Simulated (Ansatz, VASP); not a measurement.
## SiC: VASP beside Ansatz

```xyz
2
Lattice="0.0000 2.1781 2.1781 2.1781 0.0000 2.1781 2.1781 2.1781 0.0000" Properties=species:S:1:pos:R:3 pbc="T T T"
Si    0.0000    0.0000    0.0000
C     1.0890    1.0890    1.0890
```

Alike in both runs: task single point; functional PBE; k mesh 8 × 8 × 8; occupations methfessel-paxton of order 1, width 0.001 eV; no spin polarisation.

```csv
,VASP,Ansatz
version,VASP 6.6.1,Ansatz 0.2.0
potentials or method,"VASP PAW PBE potentials, release 64 (Si, C)",plane waves
plane-wave cutoff (eV),600,420
valence electrons in the cell,8,8
```

VASP gave:

```
gap on the k mesh at the Fermi level (eV) : 1.36
pressure (GPa)                            : 3.4
```

Task: What did Ansatz give for the same quantities?

Result: gap on the k mesh at the Fermi level (eV): 1.36; pressure (GPa): 3.6.
